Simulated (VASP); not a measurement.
# KTaO3 (Pm-3m) in VASP: single point with r2SCAN

Aim: the single point of KTaO3 with r2SCAN.

Program: VASP 6.6.1. These are calculated values, not measurements. Logs are shortened: lines on timing, memory, paths and dates and some standing lists are left out, and cuts for length are marked.

## Step 1: The cell of the first run

It takes space group Pm-3m (No. 221, cubic). The conventional cell has a = 4.024 Å, b = 4.024 Å, c = 4.024 Å, α = 90.00°, β = 90.00°, γ = 90.00°. K (site symmetry m-3m) has 12 O at 2.85 Å and 8 Ta at 3.49 Å within 3.7 Å. Within 2.7 Å of Ta (site symmetry m-3m) lie 6 O at 2.01 Å. Within 2.7 Å of O (site symmetry 4/mmm) lie 2 Ta at 2.01 Å.

## Step 2: Single point, r2SCAN

The input, POSCAR:

```
KTaO3
1.0
    4.0244030898      0.0000000000      0.0000000000
    0.0000000000      4.0244030898      0.0000000000
    0.0000000000      0.0000000000      4.0244030898
K Ta O
1 1 3
Direct
    0.0000000000      0.0000000000      0.0000000000
    0.5000000000      0.5000000000      0.5000000000
    0.0000000000      0.5000000000      0.5000000000
    0.5000000000      0.5000000000      0.0000000000
    0.5000000000      0.0000000000      0.5000000000
```

The input, INCAR.step1:

```
ALGO = Normal
EDIFF = 1E-4
ENCUT = 520
GGA = PE
ISMEAR = 0
LASPH = True
LCHARG = False
LREAL = False
LWAVE = True
NBANDS = 27
NELM = 60
PREC = Accurate
SIGMA = 0.05
```

The input, INCAR.step2:

```
ALGO = Normal
EDIFF = 1E-6
ENCUT = 520
ISIF = 2
ISMEAR = 0
ISTART = 1
LASPH = True
LCHARG = False
LMIXTAU = True
LREAL = False
LWAVE = False
METAGGA = R2SCAN
NBANDS = 27
NELM = 60
PREC = Accurate
SIGMA = 0.05
```

The input, KPOINTS:

```
k-points
0
Gamma
  8 8 8
```

Potentials or basis: VASP PAW PBE potentials, release 64 (K_sv, Ta_pv, O).

On the command line:

```console
$ cat potpaw_PBE.64/K_sv/POTCAR potpaw_PBE.64/Ta_pv/POTCAR potpaw_PBE.64/O/POTCAR > POTCAR
$ cp INCAR.step1 INCAR
$ mpirun -np 1 vasp_std > vasp.out
$ cp INCAR.step2 INCAR
$ mpirun -np 1 vasp_std > vasp.out
```

OUTCAR:

```text
EDIFF = 1E-6
   ENCUT = 520
   ISIF = 2
   ISMEAR = 0
   ISTART = 1
   LASPH = True
   LREAL = False
   METAGGA = R2SCAN
   NELM = 60
   PREC = Accurate

 ion  position               nearest neighbor table
   1  0.000  0.000  0.000-   3 2.85   4 2.85   5 2.85   3 2.85   5 2.85   3 2.85   4 2.85   3 2.85
                             4 2.85   5 2.85   5 2.85   4 2.85   2 3.49   2 3.49   2 3.49   2 3.49
   2  0.500  0.500  0.500-   3 2.01   4 2.01   5 2.01   4 2.01   5 2.01   3 2.01   1 3.49   1 3.49
                             1 3.49   1 3.49   1 3.49   1 3.49   1 3.49   1 3.49
   3  0.000  0.500  0.500-   2 2.01   2 2.01   1 2.85   1 2.85   1 2.85   1 2.85
   4  0.500  0.500  0.000-   2 2.01   2 2.01   1 2.85   1 2.85   1 2.85   1 2.85
   5  0.500  0.000  0.500-   2 2.01   2 2.01   1 2.85   1 2.85   1 2.85   1 2.85

  LATTYP: Found a simple cubic cell.
 ALAT       =     4.0244030898

  Lattice vectors:

 A1 = (   4.0244030898,   0.0000000000,   0.0000000000)
 A2 = (   0.0000000000,   4.0244030898,   0.0000000000)
 A3 = (   0.0000000000,   0.0000000000,   4.0244030898)

Analysis of symmetry for initial positions (statically):
=====================================================================
 Subroutine PRICEL returns:
 Original cell was already a primitive cell.

 Routine SETGRP: Setting up the symmetry group for a
 simple cubic supercell.

 Subroutine GETGRP returns: Found 48 space group operations
 (whereof 48 operations were pure point group operations)
 out of a pool of 48 trial point group operations.

The static configuration has the point symmetry O_h .

Analysis of symmetry for dynamics (positions and initial velocities):
=====================================================================
 Subroutine PRICEL returns:
 Original cell was already a primitive cell.

 Routine SETGRP: Setting up the symmetry group for a
 simple cubic supercell.

 Subroutine GETGRP returns: Found 48 space group operations
 (whereof 48 operations were pure point group operations)
 out of a pool of 48 trial point group operations.

The dynamic configuration has the point symmetry O_h .

 Subroutine INISYM returns: Found 48 space group operations
 (whereof 48 operations are pure point group operations),
 and found     1 'primitive' translations

----------------------------------------------------------------------------------------

                                     Primitive cell

  volume of cell :      65.1785

  direct lattice vectors                    reciprocal lattice vectors
     4.024403090  0.000000000  0.000000000     0.248484055  0.000000000  0.000000000
     0.000000000  4.024403090  0.000000000     0.000000000  0.248484055  0.000000000
     0.000000000  0.000000000  4.024403090     0.000000000  0.000000000  0.248484055

  length of vectors
     4.024403090  4.024403090  4.024403090     0.248484055  0.248484055  0.248484055

  position of ions in fractional coordinates (direct lattice)
     0.000000000  0.000000000  0.000000000
     0.500000000  0.500000000  0.500000000
     0.000000000  0.500000000  0.500000000
     0.500000000  0.500000000  0.000000000
     0.500000000  0.000000000  0.500000000

  ion indices of the primitive-cell ions
   primitive index   ion index
                 1           1
                 2           2
                 3           3
                 4           4
                 5           5

----------------------------------------------------------------------------------------

 KPOINTS: k-points

Automatic generation of k-mesh.
 Grid dimensions read from file:
 generate k-points for:    8    8    8

 Generating k-lattice:

  Cartesian coordinates                     Fractional coordinates (reciprocal lattice)
     0.031060507  0.000000000  0.000000000     0.125000000  0.000000000  0.000000000
     0.000000000  0.031060507  0.000000000     0.000000000  0.125000000  0.000000000
     0.000000000  0.000000000  0.031060507     0.000000000  0.000000000  0.125000000

  Length of vectors
     0.031060507  0.031060507  0.031060507

  Shift w.r.t. Gamma in fractional coordinates (k-lattice)
     0.000000000  0.000000000  0.000000000

 Subroutine IBZKPT returns following result:
 ===========================================

 Found     35 irreducible k-points:

 Following reciprocal coordinates:
            Coordinates               Weight
  0.000000  0.000000  0.000000      1.000000
  0.125000  0.000000  0.000000      6.000000
  0.250000  0.000000  0.000000      6.000000
  0.375000  0.000000  0.000000      6.000000
  0.500000  0.000000  0.000000      3.000000
  0.125000  0.125000  0.000000     12.000000
[... 16 lines left out ...]
  0.375000  0.375000  0.125000     24.000000
  0.500000  0.375000  0.125000     24.000000
 [... further k-points ...]
   k-points           NKPTS =     35   k-points in BZ     NKDIM =     35   number of bands    NBANDS=     27
   number of dos      NEDOS =    301   number of ions     NIONS =      5
   total plane-waves  NPLWV =  27000
   dimension x,y,z NGX =    30 NGY =   30 NGZ =   30
   dimension x,y,z NGXF=    60 NGYF=   60 NGZF=   60
   ions per type =               1   1   3
   NGX,Y,Z   is equivalent  to a cutoff of  12.39, 12.39, 12.39 a.u.
   NGXF,Y,Z  is equivalent  to a cutoff of  24.79, 24.79, 24.79 a.u.
 SYSTEM =  unknown system
   PREC   = accura    normal or accurate (medium, high low for compatibility)
   ISTART =      1    job   : 0-new  1-cont  2-samecut
   ICHARG =      0    charge: 1-file 2-atom 10-const
   ISPIN  =      1    spin polarized calculation?
   LNONCOLLINEAR =      F non collinear calculations
   LSORBIT =      F    spin-orbit coupling
   LASPH  =      T    aspherical Exc in radial PAW
   ENCUT  =  520.0 eV  38.22 Ry    6.18 a.u.   7.48  7.48  7.48*2*pi/ulx,y,z
   NELM   =     60;   NELMIN=  2; NELMDL=  0     # of ELM steps
   EDIFF  = 0.1E-05   stopping-criterion for ELM
   LREAL  =      F    real-space projection
   EDIFFG = 0.1E-04   stopping-criterion for IOM
   NSW    =      0    number of steps for IOM
   IBRION =     -1    ionic relax: 0-MD 1-quasi-New 2-CG
   NFREE  =      0    steps in history (QN), initial steepest desc. (CG)
   ISIF   =      2    stress and relaxation
   ISYM   =      2    0-nonsym 1-usesym 2-fastsym
   POTIM  = 0.5000    time-step for ionic-motion
   TEBEG  =    0.0;   TEEND  =   0.0 temperature during run
   PSTRESS=    0.0 pullay stress
   NELECT =      38.0000    total number of electrons
   NUPDOWN=      -1.0000    fix difference up-down
   EMIN   =  10.00;   EMAX   =-10.00  energy-range for DOS
   EFERMI =   0.00;   METHOD = LEGACY
   ISMEAR =     0;   SIGMA  =   0.05  broadening in eV -4-tet -1-fermi 0-gaus
   EFERMI_NEDOS =   21; number of points for ismear=-14 and -15
   IALGO  =     38    algorithm
   IMIX   =      4    mixing-type and parameters
     AMIX     =   0.40;   BMIX     =  1.00
     AMIX_MAG =   1.60;   BMIX_MAG =  1.00
  volume/ion in A,a.u.               =      13.04        87.97
  Fermi-wavevector in a.u.,A,eV,Ry     =   1.367628  2.584442 25.448412  1.870406
  Thomas-Fermi vector in A             =   2.493663
   LORBIT       =      0    0 simple, 1 ext, 2 COOP (PROOUT), +10 PAW based schemes
   METAGGA = R2SCAN    functional components
   LHFCALC =     F    Hartree Fock is set to
   AEXX    =    0.0000 exact exchange contribution
   IVDW    =     0    specifies the selected vdW correction
   LEPSILON=     F    determine dielectric tensor
   LRPA    =     F    only Hartree local field effects (RPA)
 non-spin polarized calculation
 Gauss-broadening in eV      SIGMA  =   0.05
  energy-cutoff  :      520.00
  volume of cell :       65.18
 maximum number of plane-waves:      1775
 NGX is ok and might be reduce to    30
   NGX = 15   NGY = 15   NGZ = 15

 number of electron      37.9999979 magnetization

 Free energy of the ion-electron system (eV)
  ---------------------------------------------------
  ext. energy  EPLUGINS =         0.00000000
  ---------------------------------------------------
  free energy    TOTEN  =       -87.14778099 eV

  energy without entropy =      -87.14778099  energy(sigma->0) =      -87.14778099

 E-fermi :   1.4535     XC(G=0): -11.4054

 val. band max:        1.2370916403   @ k =   0.5000   0.5000   0.5000
 cond. band min:       3.7662815439   @ k =   0.0000   0.0000   0.0000
 fundamental gap:      2.5291899036
 Fermi energy:         1.4535140317

 k-point     1 :       0.0000    0.0000    0.0000
  band No.  band energies     occupation
      1     -34.1739      2.00000
      2     -34.1739      2.00000
      3     -34.1739      2.00000
      4     -27.2352      2.00000
      5     -17.2158      2.00000
      6     -16.5544      2.00000
[... 19 lines left out ...]
     26       9.8697      0.00000
     27       9.8697      0.00000

 k-point     2 :       0.1250    0.0000    0.0000
  band No.  band energies     occupation
      1     -34.1870      2.00000
      2     -34.1735      2.00000
      3     -34.1735      2.00000
      4     -27.2318      2.00000
      5     -17.1708      2.00000
      6     -16.5515      2.00000
[... 19 lines left out ...]
     26      10.0680      0.00000
     27      10.0884      0.00000

 k-point     3 :       0.2500    0.0000    0.0000
  band No.  band energies     occupation
      1     -34.2182      2.00000
      2     -34.1724      2.00000
      3     -34.1724      2.00000
      4     -27.2235      2.00000
      5     -17.1134      2.00000
      6     -16.5445      2.00000
[... 19 lines left out ...]
     26      10.5651      0.00000
     27      10.8117      0.00000

 k-point     4 :       0.3750    0.0000    0.0000
  band No.  band energies     occupation
      1     -34.2491      2.00000
      2     -34.1714      2.00000
      3     -34.1713      2.00000
      4     -27.2153      2.00000
      5     -17.1009      2.00000
      6     -16.5375      2.00000
[... 19 lines left out ...]
     26      11.0950      0.00000
     27      12.0883      0.00000
[... 516 lines left out ...]
      4     -27.2038      2.00000
      5     -16.7457      2.00000
      6     -16.2227      2.00000
[... 19 lines left out ...]
     26      12.0562      0.00000
     27      12.4717      0.00000

 k-point    23 :       0.3750    0.3750    0.1250
  band No.  band energies     occupation
      1     -34.2456      2.00000
      2     -34.2453      2.00000
      3     -34.1817      2.00000
      4     -27.2014      2.00000
      5     -16.6753      2.00000
      6     -15.9240      2.00000
[... 19 lines left out ...]
     26      12.1197      0.00000
     27      12.4349      0.00000

 k-point    24 :       0.5000    0.3750    0.1250
  band No.  band energies     occupation
      1     -34.2580      2.00000
      2     -34.2449      2.00000
      3     -34.1812      2.00000
      4     -27.1993      2.00000
      5     -16.6549      2.00000
      6     -15.9034      2.00000
[... 19 lines left out ...]
     26      12.5410      0.00000
     27      12.6093      0.00000

 [... further k-points ...]
[... 5 lines left out ...]
  --------------------------------------------------------------------------------------
  -------------------------------------------------------------------------------------
  Total       -1.7318219     -1.7318219     -1.7318219      0.0000000      0.0000000      0.0000000
  in kB      -42.5705634    -42.5705634    -42.5705634      0.0000000      0.0000000      0.0000000
  external PRESSURE =     -42.5705634 kB  Pullay stress =       0.0000000 kB

 VOLUME and BASIS-vectors are now :
 -----------------------------------------------------------------------------
  energy-cutoff  :      520.00
  volume of cell :       65.18
      direct lattice vectors                 reciprocal lattice vectors
     4.024403090  0.000000000  0.000000000     0.248484055  0.000000000  0.000000000
     0.000000000  4.024403090  0.000000000     0.000000000  0.248484055  0.000000000
     0.000000000  0.000000000  4.024403090     0.000000000  0.000000000  0.248484055

 POSITION                                       TOTAL-FORCE (eV/Angst)
 -----------------------------------------------------------------------------------
      0.00000      0.00000      0.00000         0.000000      0.000000      0.000000
      2.01220      2.01220      2.01220         0.000000      0.000000      0.000000
      0.00000      2.01220      2.01220         0.000000      0.000000      0.000000
      2.01220      2.01220      0.00000         0.000000      0.000000      0.000000
      2.01220      0.00000      2.01220         0.000000      0.000000      0.000000
 -----------------------------------------------------------------------------------
    total drift:                                0.000000      0.000000     -0.000000

  FREE ENERGIE OF THE ION-ELECTRON SYSTEM (eV)
  ---------------------------------------------------
  free  energy   TOTEN  =       -87.1477809912 eV

  energy  without entropy=      -87.1477809912  energy(sigma->0) =      -87.14778099
```

Wall time 6.4 min (1 thread of AMD EPYC 7R13, shared host); peak memory 0.18 GiB.

Results:

```yaml
Free_energy: -87.1478 eV
Pressure: -4.3 GPa
Band_gap_on_the_k_mesh: 2.53 eV, indirect (least direct gap 3.19 eV)
```

Caveat: the PAW data sets were made with another functional, which shifts forces and pressure a little; spin-orbit coupling is left out, which moves the levels of the heavy elements. r2SCAN opens gaps a little over a GGA but as a rule still falls short of measured ones.
